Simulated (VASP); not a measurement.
# CuSn2 (I4/mmm) in VASP: single point with PBE

Aim: the single point of CuSn2 with PBE.

Program: VASP 6.6.1. These are calculated values, not measurements. Logs are shortened: lines on timing, memory, paths and dates and some standing lists are left out, and cuts for length are marked.

### 1 The cell of the first run

Symmetry: I4/mmm, No. 139, tetragonal system. The conventional cell has a = 3.215 Å, b = 3.215 Å, c = 12.908 Å, α = 90.00°, β = 90.00°, γ = 90.00°. Within 3.8 Å of Cu (site symmetry 4/mmm) lie 8 Sn at 2.89 Å and 4 Cu at 3.21 Å. Within 3.8 Å of Sn (site symmetry 4mm) lie 4 Cu at 2.89 Å and 9 Sn at 3.21 to 3.67 Å.

### 2 Single point, PBE

Input file INCAR:

```
SYSTEM = CuSn2
PREC = Accurate
ENCUT = 520
EDIFF = 1E-6
ISMEAR = 0
SIGMA = 0.1
LREAL = .False.
LASPH = .True.
NELM = 60
ALGO = Fast
ISIF = 2
LWAVE = .False.
LCHARG = .False.
GGA = PE
NBANDS = 26
```

Input file KPOINTS:

```
regular mesh
0
Gamma
  10 10 10
  0 0 0
```

Input file POSCAR:

```
CuSn2
1.0
   -1.6073486483      1.6073486483      6.4542162552
    1.6073486483     -1.6073486483      6.4542162552
    1.6073486483      1.6073486483     -6.4542162552
Cu Sn
1 2
Direct
    0.0000000000      0.0000000000      0.0000000000
    0.3615136447      0.3615136447      0.0000000000
    0.6384863553      0.6384863553      0.0000000000
```

Potentials or basis: VASP PAW PBE potentials, release 64 (Cu, Sn_d).

Started as:

```
cat potpaw_PBE.64/Cu/POTCAR potpaw_PBE.64/Sn_d/POTCAR > POTCAR
mpirun -np 1 vasp_std > vasp.out
```

OUTCAR:

```text
SYSTEM = CuSn2
   PREC = Accurate
   ENCUT = 520
   EDIFF = 1E-6
   ISMEAR = 0
   LREAL = .False.
   LASPH = .True.
   NELM = 60
   ISIF = 2
   GGA = PE

 ion  position               nearest neighbor table
   1  0.000  0.000  0.000-   3 2.89   3 2.89   3 2.89   2 2.89   2 2.89   2 2.89   3 2.89   2 2.89

   2  0.362  0.362  0.000-   1 2.89   1 2.89   1 2.89   1 2.89   3 3.58   3 3.67   3 3.67   3 3.67
                             3 3.67
   3  0.638  0.638  0.000-   1 2.89   1 2.89   1 2.89   1 2.89   2 3.58   2 3.67   2 3.67   2 3.67
                             2 3.67

  LATTYP: Found a body centered tetragonal cell.
 ALAT       =     3.2146972966
 C/A-ratio  =     4.0154426123

  Lattice vectors:

 A1 = (  -1.6073486483,   1.6073486483,   6.4542162552)
 A2 = (   1.6073486483,  -1.6073486483,   6.4542162552)
 A3 = (   1.6073486483,   1.6073486483,  -6.4542162552)

Analysis of symmetry for initial positions (statically):
=====================================================================
 Subroutine PRICEL returns:
 Original cell was already a primitive cell.

 Routine SETGRP: Setting up the symmetry group for a
 body centered tetragonal supercell.

 Subroutine GETGRP returns: Found 16 space group operations
 (whereof 16 operations were pure point group operations)
 out of a pool of 16 trial point group operations.

The static configuration has the point symmetry D_4h.

Analysis of symmetry for dynamics (positions and initial velocities):
=====================================================================
 Subroutine PRICEL returns:
 Original cell was already a primitive cell.

 Routine SETGRP: Setting up the symmetry group for a
 body centered tetragonal supercell.

 Subroutine GETGRP returns: Found 16 space group operations
 (whereof 16 operations were pure point group operations)
 out of a pool of 16 trial point group operations.

The dynamic configuration has the point symmetry D_4h.

 Subroutine INISYM returns: Found 16 space group operations
 (whereof 16 operations are pure point group operations),
 and found     1 'primitive' translations

----------------------------------------------------------------------------------------

                                     Primitive cell

  volume of cell :      66.6997

  direct lattice vectors                    reciprocal lattice vectors
    -1.607348648  1.607348648  6.454216255     0.000000000  0.311071279  0.077468740
     1.607348648 -1.607348648  6.454216255     0.311071279  0.000000000  0.077468740
     1.607348648  1.607348648 -6.454216255     0.311071279  0.311071279  0.000000000

  length of vectors
     6.842809863  6.842809863  6.842809863     0.320572529  0.320572529  0.439921222

  position of ions in fractional coordinates (direct lattice)
     0.000000000  0.000000000  0.000000000
     0.361513645  0.361513645  0.000000000
     0.638486355  0.638486355  0.000000000

  ion indices of the primitive-cell ions
   primitive index   ion index
                 1           1
                 2           2
                 3           3

----------------------------------------------------------------------------------------

 KPOINTS: regular mesh

Automatic generation of k-mesh.
 Grid dimensions read from file:
 generate k-points for:   10   10   10

 Generating k-lattice:

  Cartesian coordinates                     Fractional coordinates (reciprocal lattice)
     0.000000000  0.031107128  0.007746874     0.100000000  0.000000000  0.000000000
     0.031107128  0.000000000  0.007746874     0.000000000  0.100000000  0.000000000
     0.031107128  0.031107128  0.000000000     0.000000000  0.000000000  0.100000000

  Length of vectors
     0.032057253  0.032057253  0.043992122

  Shift w.r.t. Gamma in fractional coordinates (k-lattice)
     0.000000000  0.000000000  0.000000000

 Subroutine IBZKPT returns following result:
 ===========================================

 Found    102 irreducible k-points:

 Following reciprocal coordinates:
            Coordinates               Weight
  0.000000  0.000000  0.000000      1.000000
  0.100000 -0.000000  0.000000      8.000000
  0.200000 -0.000000  0.000000      8.000000
  0.300000  0.000000  0.000000      8.000000
  0.400000 -0.000000  0.000000      8.000000
  0.500000  0.000000  0.000000      4.000000
[... 16 lines left out ...]
  0.300000  0.300000 -0.000000      8.000000
  0.400000  0.300000  0.000000     16.000000
 [... further k-points ...]
   k-points           NKPTS =    102   k-points in BZ     NKDIM =    102   number of bands    NBANDS=     26
   number of dos      NEDOS =    301   number of ions     NIONS =      3
   total plane-waves  NPLWV = 157464
   dimension x,y,z NGX =    54 NGY =   54 NGZ =   54
   dimension x,y,z NGXF=   108 NGYF=  108 NGZF=  108
   ions per type =               1   2
   NGX,Y,Z   is equivalent  to a cutoff of  13.12, 13.12, 13.12 a.u.
   NGXF,Y,Z  is equivalent  to a cutoff of  26.24, 26.24, 26.24 a.u.
 SYSTEM =  CuSn2
   PREC   = accura    normal or accurate (medium, high low for compatibility)
   ISTART =      0    job   : 0-new  1-cont  2-samecut
   ICHARG =      2    charge: 1-file 2-atom 10-const
   ISPIN  =      1    spin polarized calculation?
   LNONCOLLINEAR =      F non collinear calculations
   LSORBIT =      F    spin-orbit coupling
   LASPH  =      T    aspherical Exc in radial PAW
   ENCUT  =  520.0 eV  38.22 Ry    6.18 a.u.  12.72 12.72 12.72*2*pi/ulx,y,z
   NELM   =     60;   NELMIN=  2; NELMDL= -5     # of ELM steps
   EDIFF  = 0.1E-05   stopping-criterion for ELM
   LREAL  =      F    real-space projection
   EDIFFG = 0.1E-04   stopping-criterion for IOM
   NSW    =      0    number of steps for IOM
   IBRION =     -1    ionic relax: 0-MD 1-quasi-New 2-CG
   NFREE  =      0    steps in history (QN), initial steepest desc. (CG)
   ISIF   =      2    stress and relaxation
   ISYM   =      2    0-nonsym 1-usesym 2-fastsym
   POTIM  = 0.5000    time-step for ionic-motion
   TEBEG  =    0.0;   TEEND  =   0.0 temperature during run
   PSTRESS=    0.0 pullay stress
   NELECT =      39.0000    total number of electrons
   NUPDOWN=      -1.0000    fix difference up-down
   EMIN   =  10.00;   EMAX   =-10.00  energy-range for DOS
   EFERMI =   0.00;   METHOD = LEGACY
   ISMEAR =     0;   SIGMA  =   0.10  broadening in eV -4-tet -1-fermi 0-gaus
   EFERMI_NEDOS =   21; number of points for ismear=-14 and -15
   IALGO  =     68    algorithm
   IMIX   =      4    mixing-type and parameters
     AMIX     =   0.40;   BMIX     =  1.00
     AMIX_MAG =   1.60;   BMIX_MAG =  1.00
  volume/ion in A,a.u.               =      22.23       150.04
  Fermi-wavevector in a.u.,A,eV,Ry     =   1.368953  2.586946 25.497750  1.874032
  Thomas-Fermi vector in A             =   2.494871
   LORBIT       =      0    0 simple, 1 ext, 2 COOP (PROOUT), +10 PAW based schemes
   GGA     = PE    functional components
   LHFCALC =     F    Hartree Fock is set to
   AEXX    =    0.0000 exact exchange contribution
   IVDW    =     0    specifies the selected vdW correction
   LEPSILON=     F    determine dielectric tensor
   LRPA    =     F    only Hartree local field effects (RPA)
 non-spin polarized calculation
 RMM-DIIS sequential band-by-band and
 Gauss-broadening in eV      SIGMA  =   0.10
  energy-cutoff  :      520.00
  volume of cell :       66.70
 maximum number of plane-waves:      1822
 NGX is ok and might be reduce to    54
   NGX = 25   NGY = 25   NGZ = 25

 number of electron      38.9999999 magnetization

 Free energy of the ion-electron system (eV)
  ---------------------------------------------------
  ext. energy  EPLUGINS =         0.00000000
  ---------------------------------------------------
  free energy    TOTEN  =       -11.13201125 eV

  energy without entropy =      -11.12568004  energy(sigma->0) =      -11.12884565

 E-fermi :   7.9194     XC(G=0): -10.7480

 val. band max:        7.9180034837   @ k =  -0.2000  -0.3000   0.1000
 cond. band min:       7.9223004542   @ k =  -0.4000   0.4000   0.0000
 fundamental gap:      0.0042969705
 Fermi energy:         7.9193570112

 k-point     1 :       0.0000    0.0000    0.0000
  band No.  band energies     occupation
      1     -13.6536      2.00000
      2     -13.6436      2.00000
      3     -13.5435      2.00000
      4     -13.5099      2.00000
      5     -13.4389      2.00000
      6     -13.4389      2.00000
[... 18 lines left out ...]
     25      15.8886      0.00000
     26      16.2116      0.00000

 k-point     2 :       0.1000   -0.0000    0.0000
  band No.  band energies     occupation
      1     -13.6389      2.00000
      2     -13.6294      2.00000
      3     -13.5370      2.00000
      4     -13.5024      2.00000
      5     -13.4457      2.00000
      6     -13.4380      2.00000
[... 18 lines left out ...]
     25      16.0703      0.00000
     26      16.4489      0.00000

 k-point     3 :       0.2000   -0.0000    0.0000
  band No.  band energies     occupation
      1     -13.6075      2.00000
      2     -13.6008      2.00000
      3     -13.5120      2.00000
      4     -13.4810      2.00000
      5     -13.4596      2.00000
      6     -13.4467      2.00000
[... 18 lines left out ...]
     25      16.0901      0.00000
     26      16.3826      0.00000

 k-point     4 :       0.3000    0.0000    0.0000
  band No.  band energies     occupation
      1     -13.5863      2.00000
      2     -13.5772      2.00000
      3     -13.4950      2.00000
      4     -13.4850      2.00000
      5     -13.4498      2.00000
      6     -13.4489      2.00000
[... 18 lines left out ...]
     25      16.0456      0.00000
     26      16.7019      0.00000
[... 496 lines left out ...]
      1     -13.5401      2.00000
      2     -13.5341      2.00000
      3     -13.5033      2.00000
      4     -13.4714      2.00000
      5     -13.4664      2.00000
      6     -13.4661      2.00000
[... 18 lines left out ...]
     25      16.5288      0.00000
     26      16.6740      0.00000

 k-point    23 :       0.3000    0.3000   -0.0000
  band No.  band energies     occupation
      1     -13.5051      2.00000
      2     -13.5051      2.00000
      3     -13.5023      2.00000
      4     -13.4904      2.00000
      5     -13.4707      2.00000
      6     -13.4512      2.00000
[... 18 lines left out ...]
     25      13.1432      0.00000
     26      14.1437      0.00000

 k-point    24 :       0.4000    0.3000    0.0000
  band No.  band energies     occupation
      1     -13.5248      2.00000
      2     -13.5226      2.00000
      3     -13.5178      2.00000
      4     -13.5027      2.00000
      5     -13.4708      2.00000
      6     -13.4531      2.00000
[... 18 lines left out ...]
     25      12.5633      0.00000
     26      13.2560      0.00000

 [... further k-points ...]
[... 5 lines left out ...]
  --------------------------------------------------------------------------------------
  -------------------------------------------------------------------------------------
  Total       -0.0974073     -0.0974073      0.1079600      0.0000000      0.0000000     -0.0000000
  in kB       -2.3397981     -2.3397981      2.5932824      0.0000000      0.0000000     -0.0000000
  external PRESSURE =      -0.6954379 kB  Pullay stress =       0.0000000 kB

 VOLUME and BASIS-vectors are now :
 -----------------------------------------------------------------------------
  energy-cutoff  :      520.00
  volume of cell :       66.70
      direct lattice vectors                 reciprocal lattice vectors
    -1.607348648  1.607348648  6.454216255     0.000000000  0.311071279  0.077468740
     1.607348648 -1.607348648  6.454216255     0.311071279  0.000000000  0.077468740
     1.607348648  1.607348648 -6.454216255     0.311071279  0.311071279  0.000000000

 POSITION                                       TOTAL-FORCE (eV/Angst)
 -----------------------------------------------------------------------------------
      0.00000      0.00000      0.00000         0.000000      0.000000     -0.000000
      0.00000      0.00000      4.66657        -0.000000     -0.000000     -0.004456
      0.00000      0.00000      8.24186         0.000000      0.000000      0.004456
 -----------------------------------------------------------------------------------
    total drift:                               -0.000000     -0.000000      0.000000

  FREE ENERGIE OF THE ION-ELECTRON SYSTEM (eV)
  ---------------------------------------------------
  free  energy   TOTEN  =       -11.1320112493 eV

  energy  without entropy=      -11.1256800409  energy(sigma->0) =      -11.12884565
```

Run time: 15 min. Hardware: 1 thread of Intel Xeon Platinum 8488C (Sapphire Rapids), shared host; peak memory 0.48 GiB.

Results:

* Free energy: -11.1320 eV
* Pressure: -0.1 GPa
* Largest force: 0.004 eV/Å

Forces on the atoms (eV/Å):
```
Cu   0.000  0.000  0.000
Sn   0.000  0.000 -0.004
Sn   0.000  0.000  0.004
```

Stress tensor (GPa, compression positive):
```
-0.23  0.00  0.00
 0.00 -0.23  0.00
 0.00  0.00  0.26
```

Caveat: spin-orbit coupling is left out, which moves the levels of the heavy elements.
